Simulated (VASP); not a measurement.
A run of VASP 6.6.1 is set up as follows.

Contents of INCAR:

```
ALGO = Normal
EDIFF = 1E-6
EDIFFG = -0.02
ENCUT = 600
GGA = PE
IBRION = 2
ISIF = 3
ISMEAR = 0
LASPH = True
LCHARG = False
LREAL = False
LWAVE = False
NELM = 80
NSW = 90
PREC = Accurate
SIGMA = 0.1
```

Contents of KPOINTS:

```
k-points
0
Gamma
  14 14 14
```

POSCAR

```
Cd
1.0
    0.0000000000      2.2181497500      2.2181497500
    2.2181497500      0.0000000000      2.2181497500
    2.2181497500      2.2181497500      0.0000000000
Cd
1
Direct
    0.0000000000      0.0000000000      0.0000000000
```

Potentials or basis: VASP PAW PBE potentials, release 64 (Cd).

Run with:

```sh
$ cat potpaw_PBE.64/Cd/POTCAR > POTCAR
$ mpirun -np 1 vasp_std > vasp.out
```

(1) Estimate the band gap on the k mesh.

(2) Estimate the relaxed cell.

(3) What does it give for the space group after relaxing (to 0.05 Å)?

(4) Estimate the relaxed volume.

Results:

(1) zero (band 6 reaches 3.92 eV, above the bottom of band 7 at 1.13 eV).

(2) a = 3.184 Å, b = 3.184 Å, c = 3.184 Å, α = 60.00°, β = 60.00°, γ = 60.00°.

(3) Fm-3m (No. 225).

(4) 22.83 Å³/atom.
